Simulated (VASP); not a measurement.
# Mg (P6/mmm) in VASP: notebook, part 3 of 3

VASP 6.6.1. The steps go on from the part before.

**4. Single point, PBE**

This run uses another cell than the first one, of 12.84 Å³/atom, 1.163 times its volume.

The input, INCAR:

```
SYSTEM = Mg
  PREC = Accurate
  ENCUT = 520
  EDIFF = 1E-6
  ISMEAR = -1
  SIGMA = 0.1
  LREAL = .FALSE.
  LASPH = .TRUE.
  NELM = 100
  ALGO = Normal
  ISIF = 2
  LWAVE = .FALSE.
  LCHARG = .TRUE.
  GGA = PE
  LELF = .TRUE.
  LVHAR = .TRUE.
  NBANDS = 7
```

The input, KPOINTS:

```
Automatic mesh
0
G
  14 14 13
  0 0 0
```

The input, POSCAR:

```
Mg
1.0
    2.5171844316      0.0000000000      0.0000000000
   -1.2585922158      2.1799456638      0.0000000000
    0.0000000000      0.0000000000      2.3404628134
Mg
1
Direct
    0.0000000000      0.0000000000      0.0000000000
```

Potentials or basis: VASP PAW PBE potentials, release 64 (Mg).

Command:

```sh
> cat potpaw_PBE.64/Mg/POTCAR > POTCAR
> mpirun -np 1 vasp_std > vasp.out
```

OUTCAR:

```text
SYSTEM = Mg
   PREC = Accurate
   ENCUT = 520
   EDIFF = 1E-6
   ISMEAR = -1
   LREAL = .FALSE.
   LASPH = .TRUE.
   NELM = 100
   ISIF = 2
   GGA = PE

 ion  position               nearest neighbor table
   1  0.000  0.000  0.000-

  LATTYP: Found a hexagonal cell.
 ALAT       =     2.5171844316
 C/A-ratio  =     0.9297939333

  Lattice vectors:

 A1 = (   2.5171844316,   0.0000000000,   0.0000000000)
 A2 = (  -1.2585922158,   2.1799456638,   0.0000000000)
 A3 = (   0.0000000000,   0.0000000000,   2.3404628134)

Analysis of symmetry for initial positions (statically):
=====================================================================
 Subroutine PRICEL returns:
 Original cell was already a primitive cell.

 Routine SETGRP: Setting up the symmetry group for a
 hexagonal supercell.

 Subroutine GETGRP returns: Found 24 space group operations
 (whereof 24 operations were pure point group operations)
 out of a pool of 24 trial point group operations.

The static configuration has the point symmetry D_6h.

Analysis of symmetry for dynamics (positions and initial velocities):
=====================================================================
 Subroutine PRICEL returns:
 Original cell was already a primitive cell.

 Routine SETGRP: Setting up the symmetry group for a
 hexagonal supercell.

 Subroutine GETGRP returns: Found 24 space group operations
 (whereof 24 operations were pure point group operations)
 out of a pool of 24 trial point group operations.

The dynamic configuration has the point symmetry D_6h.

 Subroutine INISYM returns: Found 24 space group operations
 (whereof 24 operations are pure point group operations),
 and found     1 'primitive' translations

----------------------------------------------------------------------------------------

                                     Primitive cell

  volume of cell :      12.8429

  direct lattice vectors                    reciprocal lattice vectors
     2.517184432  0.000000000  0.000000000     0.397269261  0.229363515  0.000000000
    -1.258592216  2.179945664  0.000000000     0.000000000  0.458727030  0.000000000
     0.000000000  0.000000000  2.340462813     0.000000000  0.000000000  0.427265921

  length of vectors
     2.517184432  2.517184432  2.340462813     0.458727030  0.458727030  0.427265921

  position of ions in fractional coordinates (direct lattice)
     0.000000000  0.000000000  0.000000000

  ion indices of the primitive-cell ions
   primitive index   ion index
                 1           1

----------------------------------------------------------------------------------------

 KPOINTS: Automatic mesh

Automatic generation of k-mesh.
 Grid dimensions read from file:
 generate k-points for:   14   14   13

 Generating k-lattice:

  Cartesian coordinates                     Fractional coordinates (reciprocal lattice)
     0.028376376  0.016383108  0.000000000     0.071428571  0.000000000  0.000000000
     0.000000000  0.032766216  0.000000000     0.000000000  0.071428571  0.000000000
     0.000000000  0.000000000  0.032866609     0.000000000  0.000000000  0.076923077

  Length of vectors
     0.032766216  0.032766216  0.032866609

  Shift w.r.t. Gamma in fractional coordinates (k-lattice)
     0.000000000  0.000000000  0.000000000

 Subroutine IBZKPT returns following result:
 ===========================================

 Found    168 irreducible k-points:

 Following reciprocal coordinates:
            Coordinates               Weight
  0.000000  0.000000  0.000000      1.000000
  0.071429  0.000000  0.000000      6.000000
  0.142857  0.000000  0.000000      6.000000
  0.214286  0.000000  0.000000      6.000000
  0.285714  0.000000  0.000000      6.000000
  0.357143  0.000000  0.000000      6.000000
[... 16 lines left out ...]
  0.285714  0.285714  0.000000      6.000000
  0.357143  0.285714  0.000000      6.000000
 [... further k-points ...]
   k-points           NKPTS =    168   k-points in BZ     NKDIM =    168   number of bands    NBANDS=      7
   number of dos      NEDOS =    301   number of ions     NIONS =      1
   total plane-waves  NPLWV =   7200
   dimension x,y,z NGX =    20 NGY =   20 NGZ =   18
   dimension x,y,z NGXF=    40 NGYF=   40 NGZF=   36
   ions per type =               1
   NGX,Y,Z   is equivalent  to a cutoff of  13.21, 13.21, 12.79 a.u.
   NGXF,Y,Z  is equivalent  to a cutoff of  26.42, 26.42, 25.57 a.u.
 SYSTEM =  Mg
   PREC   = accura    normal or accurate (medium, high low for compatibility)
   ISTART =      0    job   : 0-new  1-cont  2-samecut
   ICHARG =      2    charge: 1-file 2-atom 10-const
   ISPIN  =      1    spin polarized calculation?
   LNONCOLLINEAR =      F non collinear calculations
   LSORBIT =      F    spin-orbit coupling
   LASPH  =      T    aspherical Exc in radial PAW
   ENCUT  =  520.0 eV  38.22 Ry    6.18 a.u.   4.68  4.68  4.35*2*pi/ulx,y,z
   NELM   =    100;   NELMIN=  2; NELMDL= -5     # of ELM steps
   EDIFF  = 0.1E-05   stopping-criterion for ELM
   LREAL  =      F    real-space projection
   EDIFFG = 0.1E-04   stopping-criterion for IOM
   NSW    =      0    number of steps for IOM
   IBRION =     -1    ionic relax: 0-MD 1-quasi-New 2-CG
   NFREE  =      0    steps in history (QN), initial steepest desc. (CG)
   ISIF   =      2    stress and relaxation
   ISYM   =      2    0-nonsym 1-usesym 2-fastsym
   POTIM  = 0.5000    time-step for ionic-motion
   TEBEG  =    0.0;   TEEND  =   0.0 temperature during run
   PSTRESS=    0.0 pullay stress
   NELECT =       2.0000    total number of electrons
   NUPDOWN=      -1.0000    fix difference up-down
   EMIN   =  10.00;   EMAX   =-10.00  energy-range for DOS
   EFERMI =   0.00;   METHOD = LEGACY
   ISMEAR =    -1;   SIGMA  =   0.10  broadening in eV -4-tet -1-fermi 0-gaus
   EFERMI_NEDOS =   21; number of points for ismear=-14 and -15
   IALGO  =     38    algorithm
   IMIX   =      4    mixing-type and parameters
     AMIX     =   0.40;   BMIX     =  1.00
     AMIX_MAG =   1.60;   BMIX_MAG =  1.00
  volume/ion in A,a.u.               =      12.84        86.67
  Fermi-wavevector in a.u.,A,eV,Ry     =   0.880773  1.664420 10.554871  0.775761
  Thomas-Fermi vector in A             =   2.001179
   LORBIT       =      0    0 simple, 1 ext, 2 COOP (PROOUT), +10 PAW based schemes
   GGA     = PE    functional components
   LHFCALC =     F    Hartree Fock is set to
   AEXX    =    0.0000 exact exchange contribution
   IVDW    =     0    specifies the selected vdW correction
   LEPSILON=     F    determine dielectric tensor
   LRPA    =     F    only Hartree local field effects (RPA)
 non-spin polarized calculation
  energy-cutoff  :      520.00
  volume of cell :       12.84
 maximum number of plane-waves:       357
 NGX is ok and might be reduce to    20
   NGX =  9   NGY =  9   NGZ =  9

 number of electron       2.0000000 magnetization

 Free energy of the ion-electron system (eV)
  ---------------------------------------------------
  ext. energy  EPLUGINS =         0.00000000
  ---------------------------------------------------
  free energy    TOTEN  =         0.27608380 eV

  energy without entropy =        0.28664422  energy(sigma->0) =        0.28136401

 E-fermi :   6.6518     XC(G=0): -10.5014

 val. band max:        6.6117691984   @ k =   0.2143   0.0714   0.4615
 cond. band min:       6.6567106169   @ k =   0.3571   0.0714   0.4615
 fundamental gap:      0.0449414185
 Fermi energy:         6.6517948354

 k-point     1 :       0.0000    0.0000    0.0000
  band No.  band energies     occupation
      1      -3.2061      2.00000
      2      18.1972      0.00000
      3      22.7666      0.00000
      4      22.7666      0.00000
      5      23.0777      0.00000
      6      26.0682      0.00000
      7      27.7501      0.00000

 k-point     2 :       0.0714    0.0000    0.0000
  band No.  band energies     occupation
      1      -3.0427      2.00000
      2      18.1349      0.00000
      3      20.7105      0.00000
      4      22.4052      0.00000
      5      23.1702      0.00000
      6      27.0480      0.00000
      7      28.3681      0.00000
[... 201 lines left out ...]
 k-point    23 :       0.2857    0.2857    0.0000
  band No.  band energies     occupation
      1       3.9889      2.00000
      2       7.2536      0.00486
      3      10.1653      0.00000
      4      27.2678      0.00000
      5      27.5170      0.00000
      6      30.6009      0.00000
      7      31.0495      0.00000

 k-point    24 :       0.3571    0.2857    0.0000
  band No.  band energies     occupation
      1       5.2307      2.00000
      2       6.1681      1.98426
      3       9.6316      0.00000
      4      28.2945      0.00000
      5      28.3334      0.00000
      6      29.6629      0.00000
      7      30.9873      0.00000

 [... further k-points ...]
[... 5 lines left out ...]
  --------------------------------------------------------------------------------------
  -------------------------------------------------------------------------------------
  Total        5.4802121      5.4802121      5.4860243      0.0000000      0.0000000      0.0000000
  in kB      683.6683868    683.6683868    684.3934770      0.0000000      0.0000000      0.0000000
  external PRESSURE =     683.9100835 kB  Pullay stress =       0.0000000 kB

 VOLUME and BASIS-vectors are now :
 -----------------------------------------------------------------------------
  energy-cutoff  :      520.00
  volume of cell :       12.84
      direct lattice vectors                 reciprocal lattice vectors
     2.517184432  0.000000000  0.000000000     0.397269261  0.229363515  0.000000000
    -1.258592216  2.179945664  0.000000000     0.000000000  0.458727030  0.000000000
     0.000000000  0.000000000  2.340462813     0.000000000  0.000000000  0.427265921

 POSITION                                       TOTAL-FORCE (eV/Angst)
 -----------------------------------------------------------------------------------
      0.00000      0.00000      0.00000        -0.000000      0.000000      0.000000
 -----------------------------------------------------------------------------------
    total drift:                               -0.000000      0.000000     -0.000000

  FREE ENERGIE OF THE ION-ELECTRON SYSTEM (eV)
  ---------------------------------------------------
  free  energy   TOTEN  =         0.2760838043 eV

  energy  without entropy=        0.2866442161  energy(sigma->0) =        0.28136401
```

It took 16 s on 1 thread of AMD EPYC 7R13 (Zen 3), shared host; peak memory 0.1 GiB.

Results:

| Item | Value |
| --- | --- |
| Free energy | 0.2761 eV |
| Pressure | 68.4 GPa |
| Band gap on the k mesh | zero (band 1 reaches 10.20 eV, above the bottom of band 2 at 4.66 eV) |

Levels at points of the mesh, in eV from the Fermi level:
| k point | band 1 | band 2 | band 3 | band 4 |
| --- | --- | --- | --- | --- |
| (0.00, 0.00, 0.00) | -9.86 | 11.55 | 16.11 | 16.11 |
| (0.50, 0.00, 0.00) | -3.01 | -1.51 | 10.72 | 12.69 |

**5. Single point, PBE**

This run uses another cell than the first one, of 14.90 Å³/atom, 1.349 times its volume.

The input, INCAR:

```
PREC = Accurate
ENCUT = 520
EDIFF = 1E-6
ISMEAR = -1
SIGMA = 0.1
LREAL = F
LASPH = T
NELM = 100
ALGO = Normal
ISIF = 2
LWAVE = F
LCHARG = F
GGA = PE
NBANDS = 7
```

The input, KPOINTS:

```
regular mesh
0
Gamma
  14 14 13
```

The input, POSCAR:

```
Mg
1.0
    2.6344114709      0.0000000000      0.0000000000
   -1.3172057355      2.2814672579      0.0000000000
    0.0000000000      0.0000000000      2.4786921477
Mg
1
Direct
    0.0000000000      0.0000000000      0.0000000000
```

Command:

```sh
> cat potpaw_PBE.64/Mg/POTCAR > POTCAR
> mpirun -np 1 vasp_std > vasp.out
```

Run time: 14 s. Hardware: 1 thread of AMD EPYC 7R13 (Zen 3), shared host; peak memory 0.1 GiB.

It converged, with:

```
Free energy            : -0.4075 eV
Pressure               : 40.7 GPa
Band gap on the k mesh : zero (band 1 reaches 8.84 eV, above the bottom of band 2 at 3.34 eV)
```

Levels at points of the mesh, in eV from the Fermi level:
| k point | band 1 | band 2 | band 3 | band 4 |
| --- | --- | --- | --- | --- |
| (0.00, 0.00, 0.00) | -9.04 | 10.70 | 14.39 | 15.21 |
| (0.50, 0.00, 0.00) | -2.68 | -1.44 | 10.04 | 11.54 |

**6. The runs side by side**

```tsv
cell	gap on the mesh (eV)	pressure (GPa)
a = 2.401, b = 2.401, c = 2.212 Å, angles 90.0, 90.0, 120.0°, 1 atom	none	110.0
a = 2.517, b = 2.517, c = 2.340 Å, angles 90.0, 90.0, 120.0°, 1 atom	none	68.4
a = 2.634, b = 2.634, c = 2.479 Å, angles 90.0, 90.0, 120.0°, 1 atom	none	40.7
```

Alike in all rows: task single point; level PBE; potentials or basis VASP PAW PBE potentials, release 64 (Mg); no spin polarisation; k mesh 14 × 14 × 13; cutoff (eV) 520; smearing fermi-dirac 0.1 eV.

Total energies depend on the potentials used, so only differences within one code and one set of settings carry meaning.
